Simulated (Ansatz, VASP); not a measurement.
**Two plane-wave programs on SiW3**

```
CELL_PARAMETERS angstrom
-2.58915 2.56326 2.56326
2.58915 -2.61504 2.61504
2.58915 2.61504 -2.61504
ATOMIC_POSITIONS crystal
Si 0.00000 0.00000 0.00000
W 0.50000 0.50000 0.00000
W 0.50000 0.00000 0.50000
W 0.00000 0.50000 0.50000
```

Change from the starting cell: strain -0.0200 x Voigt [0, 0, 0, 1, 0, 0], atoms carried along.

Alike in both runs: task single point; functional r2SCAN; k mesh 14 × 14 × 14; occupations gaussian, width 0.15 eV; no spin polarisation.

|  | VASP | Ansatz |
| --- | --- | --- |
| version | VASP 6.6.1 | Ansatz 0.2.0 |
| potentials or method | VASP PAW PBE potentials, release 64 (Si, W_sv), cutoff 520 eV | scalar-relativistic, plane waves, PAW |
| valence electrons in the cell | 46 | 46 |

Ansatz gave:

- gap on the k mesh at the Fermi level (eV): none
- pressure (GPa): 0.0
- traceless stress, the component that is largest in VASP (GPa): -2.01

Q: Which values does VASP return?

A: gap on the k mesh at the Fermi level (eV): none; pressure (GPa): 0.7; traceless stress, the component that is largest in VASP (GPa): -2.01.

VASP's potentials were made for PBE, not for r2SCAN. A gap of «none» marks a metal or a gap that the smearing closes.

Spin-orbit coupling is off throughout.
